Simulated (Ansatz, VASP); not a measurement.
CoO: VASP beside Ansatz

```
CELL_PARAMETERS angstrom
0.00000 2.23228 2.23228
2.23228 0.00000 2.23228
2.23228 2.23228 0.00000
ATOMIC_POSITIONS crystal
Co 0.00000 0.00000 0.00000
O 0.50000 0.50000 0.50000
```

Alike in both runs: task relaxation of cell and atoms; functional PBE; k mesh 13 × 13 × 13; occupations fermi-dirac, width 0.08 eV; collinear spin.

|  | VASP | Ansatz |
| --- | --- | --- |
| version | VASP 6.6.1 | Ansatz 0.2.0 |
| potentials or method | VASP PAW PBE potentials, release 64 (Co, O) | PAW with Ansatz's default frozen-core files, scalar-relativistic |
| plane-wave cutoff (eV) | 600 | 420 |
| valence electrons in the cell | 15 | 23 |

Ansatz gave:

| Property | Result |
| --- | --- |
| net moment per atom (μB) | 1.44 |
| size of the moment on the site where the two differ most (μB) | 2.45 |
| relaxed volume (Å³/atom) | 9.58 |
| relaxed cell length with the largest relative difference (Å) | 3.003 |

Problem. Which values does VASP return?

Solution. net moment per atom (μB): 1.41; size of the moment on the site where the two differ most (μB): 2.50; relaxed volume (Å³/atom): 9.53; relaxed cell length with the largest relative difference (Å): 2.999.

Site moments also hang on the region over which each program counts them. VASP's potentials hold 15 valence electrons a cell and Ansatz's 23, so a difference there can come from the potentials and not from the codes.
